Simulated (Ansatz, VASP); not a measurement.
Sb: VASP beside Ansatz

```
Sb
1.0
     2.10884    1.21754    3.89376
    -2.10884    1.21754    3.89376
     0.00000   -2.43508    3.89376
Sb
2
Direct
  0.23364 0.23364 0.23364
  0.76636 0.76636 0.76636
```

Change from the starting cell: z stretched by +4 % at fixed volume, PAW files.

Alike in both runs: task electric field gradients; functional PBE; k mesh 9 × 9 × 9; occupations fermi-dirac, width 0.05 eV; no spin polarisation.

```csv
,VASP,Ansatz
version,VASP 6.6.1,Ansatz 0.2.0
potentials or method,"VASP PAW PBE potentials, release 64 (Sb_d_GW)","PAW with Ansatz's default frozen-core files, scalar-relativistic"
plane-wave cutoff (eV),400,420
valence electrons in the cell,30,30
```

Ansatz gave:

```
rms of the force components (eV/Å)                   : 0.093
size of Vzz on the site where it differs most (V/Å²) : 26.0
```

Which values does VASP return?

rms of the force components (eV/Å): 0.094; size of Vzz on the site where it differs most (V/Å²): 24.7.

Atom by atom the forces differ by 0.001 eV/Å (rms over components).

Spin-orbit coupling is off throughout.
